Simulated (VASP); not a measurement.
# SiC (F-43m) in VASP: settings compared

The runs below take SiC through G0W0 quasiparticle levels, with PBE, r2SCAN.

Program: VASP 6.6.1. These are calculated values, not measurements. Logs are shortened: lines on timing, memory, paths and dates and some standing lists are left out, and cuts for length are marked.

**1. The cell of the first run**

Symmetry: F-43m, No. 216, cubic system. Conventional cell: a = 4.356 Å, b = 4.356 Å, c = 4.356 Å, α = 90.00°, β = 90.00°, γ = 90.00°. Si (site symmetry -43m) has 4 C at 1.89 Å within 2.5 Å. Within 2.5 Å of C (site symmetry -43m) lie 4 Si at 1.89 Å.

**2. G0W0 quasiparticle levels, PBE**

File POSCAR:

```
SiC
1.0
    0.0000000000      2.1780497436      2.1780497436
    2.1780497436      0.0000000000      2.1780497436
    2.1780497436      2.1780497436      0.0000000000
Si C
1 1
Direct
    0.2500000000      0.2500000000      0.2500000000
    0.0000000000      0.0000000000      0.0000000000
```

File INCAR.step1:

```
SYSTEM = SiC
  PREC = Accurate
  ENCUT = 500
  EDIFF = 1E-8
  ISMEAR = 0
  SIGMA = 0.01
  LREAL = .False.
  LASPH = .True.
  NELM = 80
  ALGO = Normal
  LWAVE = .True.
  LCHARG = .False.
  GGA = PE
```

File INCAR.step2:

```
SYSTEM = SiC
  PREC = Accurate
  ENCUT = 500
  EDIFF = 1E-8
  ISMEAR = 0
  SIGMA = 0.01
  LREAL = .False.
  LASPH = .True.
  NELM = 1
  ALGO = Exact
  LWAVE = .True.
  LCHARG = .False.
  GGA = PE
  NBANDS = 157
  LOPTICS = .True.
  ISTART = 1
```

File INCAR.step3:

```
SYSTEM = SiC
  PREC = Accurate
  ENCUT = 500
  EDIFF = 1E-8
  ISMEAR = 0
  SIGMA = 0.01
  LREAL = .False.
  LASPH = .True.
  ALGO = EVGW0
  LWAVE = .False.
  LCHARG = .False.
  GGA = PE
  NELMGW = 1
  NBANDS = 157
  ENCUTGW = 200
  NOMEGA = 96
  PRECFOCK = Fast
  ISTART = 1
  NBANDSGW = 12
  OMEGAMAX = 20
```

File KPOINTS:

```
regular mesh
0
Gamma
  8 8 8
  0 0 0
```

Potentials or basis: VASP PAW PBE potentials, release 64 (Si_GW, C_GW).

The run is started by

```console
$ cat potpaw_PBE.64/Si_GW/POTCAR potpaw_PBE.64/C_GW/POTCAR > POTCAR
$ cp INCAR.step1 INCAR
$ mpirun -np 1 vasp_std > vasp.out
$ cp INCAR.step2 INCAR
$ mpirun -np 1 vasp_std > vasp.out
$ cp INCAR.step3 INCAR
$ mpirun -np 1 vasp_std > vasp.out
```

OUTCAR:

```text
SYSTEM = SiC
   PREC = Accurate
   ENCUT = 500
   EDIFF = 1E-8
   ISMEAR = 0
   LREAL = .False.
   LASPH = .True.
   GGA = PE
   NELMGW = 1
   ENCUTGW = 200
   PRECFOCK = Fast
   ISTART = 1

 ion  position               nearest neighbor table
   1  0.250  0.250  0.250-   2 1.89   2 1.89   2 1.89   2 1.89
   2  0.000  0.000  0.000-   1 1.89   1 1.89   1 1.89   1 1.89

  LATTYP: Found a face centered cubic cell.
 ALAT       =     4.3560994872

  Lattice vectors:

 A1 = (   0.0000000000,   2.1780497436,   2.1780497436)
 A2 = (   2.1780497436,   0.0000000000,   2.1780497436)
 A3 = (   2.1780497436,   2.1780497436,   0.0000000000)

Analysis of symmetry for initial positions (statically):
=====================================================================
 Subroutine PRICEL returns:
 Original cell was already a primitive cell.

 Routine SETGRP: Setting up the symmetry group for a
 face centered cubic supercell.

 Subroutine GETGRP returns: Found 24 space group operations
 (whereof 24 operations were pure point group operations)
 out of a pool of 48 trial point group operations.

The static configuration has the point symmetry T_d .

Analysis of symmetry for dynamics (positions and initial velocities):
=====================================================================
 Subroutine PRICEL returns:
 Original cell was already a primitive cell.

 Routine SETGRP: Setting up the symmetry group for a
 face centered cubic supercell.

 Subroutine GETGRP returns: Found 24 space group operations
 (whereof 24 operations were pure point group operations)
 out of a pool of 48 trial point group operations.

The dynamic configuration has the point symmetry T_d .

 Subroutine INISYM returns: Found 24 space group operations
 (whereof 24 operations are pure point group operations),
 and found     1 'primitive' translations

[... 90 lines left out ...]
   LSORBIT =      F    spin-orbit coupling
   LASPH  =      T    aspherical Exc in radial PAW
   ENCUT  =  500.0 eV  36.75 Ry    6.06 a.u.   5.62  5.62  5.62*2*pi/ulx,y,z
   NELM   =     60;   NELMIN=  2; NELMDL=  0     # of ELM steps
   EDIFF  = 0.1E-07   stopping-criterion for ELM
   LREAL  =      F    real-space projection
   EDIFFG = 0.1E-06   stopping-criterion for IOM
   NSW    =      0    number of steps for IOM
   IBRION =     -1    ionic relax: 0-MD 1-quasi-New 2-CG
   NFREE  =      0    steps in history (QN), initial steepest desc. (CG)
   ISIF   =      0    stress and relaxation
   ISYM   =      3    0-nonsym 1-usesym 2-fastsym
   POTIM  = 0.5000    time-step for ionic-motion
   TEBEG  =    0.0;   TEEND  =   0.0 temperature during run
   PSTRESS=    0.0 pullay stress
   NELECT =       8.0000    total number of electrons
   NUPDOWN=      -1.0000    fix difference up-down
   EMIN   =  10.00;   EMAX   =-10.00  energy-range for DOS
   EFERMI =   0.00;   METHOD = LEGACY
   ISMEAR =     0;   SIGMA  =   0.01  broadening in eV -4-tet -1-fermi 0-gaus
   EFERMI_NEDOS =   21; number of points for ismear=-14 and -15
   IALGO  =     38    algorithm
   IMIX   =      4    mixing-type and parameters
     AMIX     =   0.40;   BMIX     =  1.00
     AMIX_MAG =   1.60;   BMIX_MAG =  1.00
  volume/ion in A,a.u.               =      10.33        69.73
  Fermi-wavevector in a.u.,A,eV,Ry     =   1.193146  2.254720 19.369228  1.423598
  Thomas-Fermi vector in A             =   2.329168
   LORBIT       =      0    0 simple, 1 ext, 2 COOP (PROOUT), +10 PAW based schemes
   GGA     = PE    functional components
   LHFCALC =     T    Hartree Fock is set to
   PRECFOCK=fast      Normal, Fast or Accurate (Low or Medium for compatibility)
   ENCUT4O =  -1.0   cutoff for four orbital integrals eV
   NKREDX  =     1    reduce k-point grid by
   NKREDY  =     1    reduce k-point grid by
   NKREDZ  =     1    reduce k-point grid by
   AEXX    =    1.0000 exact exchange contribution
   HFSCREEN=    0.0000 screening length (either q_TF or 0.3 A-1)
   HFSCREENC=   0.0000 screening length for correlation (either q_TF or 0.3 A-1)
   ENCUTFOCK=  -1.0 apply spherical cutoff to Coloumb kernel
   IVDW    =     0    specifies the selected vdW correction
   LEPSILON=     F    determine dielectric tensor
   LRPA    =     F    only Hartree local field effects (RPA)
   LRPAFORCE           =     F    calculate RPA forces
   ENCUTGW             = 200.0    cutoff for response function in eV
   ENCUTGWSOFT         = 160.0    soft cutoff for Coulomb kernel in GW response function in eV
   ENCUTLF             =  -1.0    cutoff for local field effects
   NELMGW              =     1    number of iterations in solving QP/BSE equation
   NELMHF              =     1    number of iterations in the inner HF iteration
   NKREDLFX            =     1    NKREDLFY  =   1   NKREDLFZ  =   1
 non-spin polarized calculation
 Gauss-broadening in eV      SIGMA  =   0.01
  energy-cutoff  :      500.00
  volume of cell :       20.66
 maximum number of plane-waves:       544
 NGX is ok and might be reduce to    24
  NGX = 14; NGY = 14; NGZ = 14
   NGX = 11   NGY = 11   NGZ = 11
 maximum number of plane-waves:       144

 QP shifts <psi_nk| G(iteration)W_0 |psi_nk>: iteration 1
 for sc-GW calculations column KS-energies equals QP-energies in previous step
 and V_xc(KS)=  KS-energies - (<T + V_ion + V_H > + <T+V_H+V_ion>^1  + <V_x>^1)

 k-point   1 :       0.0000    0.0000    0.0000
  band No.  KS-energies  QP-energies   sigma(KS)   V_xc(KS)     V^pw_x(r,r')   Z            occupation Imag(sigma)

      1      -7.6343      -8.7338     -14.2803     -12.7421     -21.7033       0.7148       2.0000       1.3107
      2       7.7832       7.0473     -15.7423     -14.8084     -17.3851       0.7880       2.0000       0.0265
      3       7.7832       7.0473     -15.7423     -14.8084     -17.3851       0.7880       2.0000       0.0265
      4       7.7832       7.0473     -15.7423     -14.8084     -17.3851       0.7880       2.0000       0.0265
      5      14.0273      14.4080     -12.6937     -13.1825      -7.4341       0.7790       0.0000      -0.0681
      6      15.0953      15.5807     -10.9378     -11.5497      -5.7822       0.7932       0.0000      -0.0663
      7      15.0953      15.5807     -10.9378     -11.5497      -5.7822       0.7932       0.0000      -0.0663
      8      15.0953      15.5807     -10.9378     -11.5497      -5.7822       0.7932       0.0000      -0.0663
      9      22.2852      22.8269     -10.7414     -11.4325      -4.5166       0.7839       0.0000      -0.2424
     10      22.2852      22.8269     -10.7414     -11.4325      -4.5166       0.7839       0.0000      -0.2424
     11      24.2660      24.4349      -9.5816      -9.7986      -2.9185       0.7783       0.0000      -0.3885
     12      25.0593      25.2254     -10.0603     -10.2763      -2.9648       0.7686       0.0000      -0.6924
[... 356 lines left out ...]
      1      -3.4152      -4.4325     -15.3804     -13.9830     -21.6824       0.7281       2.0000       0.7127
      2      -0.0536      -1.0543     -13.6028     -12.2452     -17.8059       0.7370       2.0000       0.2549
      3       4.0705       3.1363     -14.5916     -13.3646     -17.3055       0.7613       2.0000       0.0559
      4       5.5218       4.6472     -14.7504     -13.6244     -16.9191       0.7768       2.0000       0.0354
      5      13.0333      13.3945     -11.0593     -11.5118      -6.2908       0.7984       0.0000      -0.0571
      6      15.0640      15.4918     -11.2190     -11.7599      -5.9841       0.7909       0.0000      -0.0710
      7      17.9379      18.5172     -11.8833     -12.6374      -5.8044       0.7682       0.0000      -0.1395
      8      18.7929      19.3859     -12.2374     -13.0153      -5.9087       0.7625       0.0000      -0.1733
      9      21.2091      21.6039     -10.8271     -11.3473      -4.0062       0.7589       0.0000      -0.2901
     10      24.0024      24.4002     -11.0045     -11.5256      -3.8463       0.7633       0.0000      -0.4697
     11      27.1151      27.3606     -10.3907     -10.7098      -3.1202       0.7694       0.0000      -0.6712
     12      29.2156      29.7760     -12.0040     -12.7450      -4.1894       0.7563       0.0000      -0.8518

 [... further k-points ...]
```

OUTCAR.step2:

```text
SYSTEM = SiC
   PREC = Accurate
   ENCUT = 500
   EDIFF = 1E-8
[... 1014 lines left out ...]
  --------------------------------------------------------------------------------------------------------------
     0.00000     7.39135     7.39135     7.39135     0.00000     0.00000    -0.00000
     2.68665     8.51111     8.51111     8.51111     0.00000     0.00000    -0.00000
     5.37329    12.32056    12.32056    12.32056     0.00000     0.00000    -0.00000
     8.05994     0.09589     0.09589     0.09589    -0.00000    -0.00000     0.00000
    10.74659    -5.76331    -5.76331    -5.76331     0.00000    -0.00000     0.00000
    13.43323    -2.07763    -2.07763    -2.07763    -0.00000    -0.00000    -0.00000
[... 92 lines left out ...]
   263.29134     0.99203     0.99203     0.99203    -0.00000    -0.00000     0.00000
   265.97798     0.99220     0.99220     0.99220    -0.00000    -0.00000     0.00000
```

Wall time 13 min (1 thread of Intel Xeon 6975P-C (Granite Rapids), shared host); peak memory 1.4 GiB.

What came out:

- Quasiparticle gap: 2.24 eV
- Least direct quasiparticle gap: 5.63 eV
- Band gap of the starting levels on the mesh: 1.35 eV
- Least direct gap of the starting levels on the mesh: 4.54 eV

Caveat: bands, screening cutoff and mesh are small and nothing is extrapolated, so the quasiparticle values aren't converged.

[end of part 1 of 2]
